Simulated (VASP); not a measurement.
Crystal: ZrC.

```
Zr C
1.0
     3.39148    0.00000    0.00000
    -1.69574    2.93710    0.00000
     0.00000    0.00000    5.29005
Zr C
2 2
Direct
  0.66667 0.33333 0.75000
  0.33333 0.66667 0.25000
  0.00000 0.00000 0.50000
  0.00000 0.00000 0.00000
```

Base run:

* Program: VASP 6.6.1
* Functional: r2SCAN
* Potentials or basis: VASP PAW PBE potentials, release 64 (Zr_sv, C)
* Cutoff: 520 eV
* k mesh: 9 × 9 × 5
* Occupations: fermi-dirac, width 0.05 eV
* Spin: no spin polarisation

Its results: band gap on the k mesh zero (band 16 reaches 11.00 eV, above the bottom of band 17 at 9.81 eV); pressure -2.0 GPa.

Question: The run is repeated on the same cell with these changes: functional from r2SCAN to LDA; potentials or basis from VASP PAW PBE potentials, release 64 (Zr_sv, C) to VASP PAW LDA potentials, release 64 (Zr_sv, C). What comes out?

Answer: Band gap on the k mesh zero (band 16 reaches 10.49 eV, above the bottom of band 17 at 9.54 eV); pressure -11.2 GPa.

Caveats: the PAW data sets were made with another functional, which shifts forces and pressure a little (some runs).
